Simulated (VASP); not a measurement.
Here is a VASP 6.6.1 calculation.

Contents of INCAR:

```
PREC = Accurate ; ENCUT = 520
EDIFF = 1E-6 ; ISMEAR = -1
SIGMA = 0.05 ; LREAL = False
LASPH = True ; NELM = 60
ALGO = Normal ; ISIF = 2
LWAVE = False ; LCHARG = False
GGA = CA ; NBANDS = 16
```

KPOINTS

```
Automatic mesh
0
Gamma
  9 9 9
```

File POSCAR:

```
YTe
1.0
    0.0000000000      3.0400000000      3.0400000000
    3.0400000000      0.0000000000      3.0400000000
    3.0400000000      3.0400000000      0.0000000000
Y Te
1 1
Direct
    0.4400000000      0.4400000000      0.5600000000
    0.0600000000      0.0600000000     -0.0600000000
```

Potentials or basis: VASP PAW LDA potentials, release 64 (Y_sv, Te).

The run is started by

```bash
$ cat potpaw_LDA.64/Y_sv/POTCAR potpaw_LDA.64/Te/POTCAR > POTCAR
$ mpirun -np 1 vasp_std > vasp.out
```

Question: Estimate the largest force.

Answer: 10.569 eV/Å.

Question: Estimate the pressure.

Answer: 18.0 GPa.

Question: What does it give for the band gap on the k mesh?

Answer: Zero (an odd number of electrons rules out a gap without spin polarisation).

Forces in eV/Å, atoms in the order of the input:
```
Y     0.000   0.000  10.569
Te    0.000   0.000 -10.569
```

Caveat: the cell differs from its parent crystal (shortest bond scaled by 0.76); the cell stands under pressure; spin-orbit coupling is left out, which moves the levels of the heavy elements; forces of over 1 eV/Å act on the atoms, so gaps and moduli don't describe the material at rest.
